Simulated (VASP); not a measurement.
Input of a VASP 6.6.1 run:

The input INCAR:

```
PREC = Accurate
ENCUT = 520
EDIFF = 1E-6
ISMEAR = 0
SIGMA = 0.05
LREAL = False
LASPH = True
NELM = 80
ALGO = Normal
ISIF = 2
LWAVE = False
LCHARG = False
GGA = PE
NBANDS = 11
```

Contents of KPOINTS:

```
regular mesh
0
Gamma
  12 12 12
```

The input POSCAR:

```
SiC
1.0
    0.0000000000      2.2392200000      2.1087800000
    2.2392200000      0.0000000000      2.1087800000
    2.2392200000      2.2392200000      0.0000000000
Si C
1 1
Direct
    0.0000000000      0.0000000000      0.0000000000
    0.7500000000      0.7500000000      0.7500000000
```

Potentials or basis: VASP PAW PBE potentials, release 64 (Si, C).

Command:

```bash
$ cat potpaw_PBE.64/Si/POTCAR potpaw_PBE.64/C/POTCAR > POTCAR
$ mpirun -np 1 vasp_std > vasp.out
```

Question: What does it give for the pressure?

Answer: -1.7 GPa.

Question: What does it give for the band gap on the k mesh?

Answer: 0.79 eV, indirect (least direct gap 4.45 eV).

Stress tensor (GPa, compression positive):
```
-6.27  0.00  0.00
 0.00 -6.27  0.00
 0.00  0.00  7.31
```

Caveat: the cell differs from its parent crystal (strain +0.030 along x and y, -0.030 along z). A k mesh can miss the band edges.
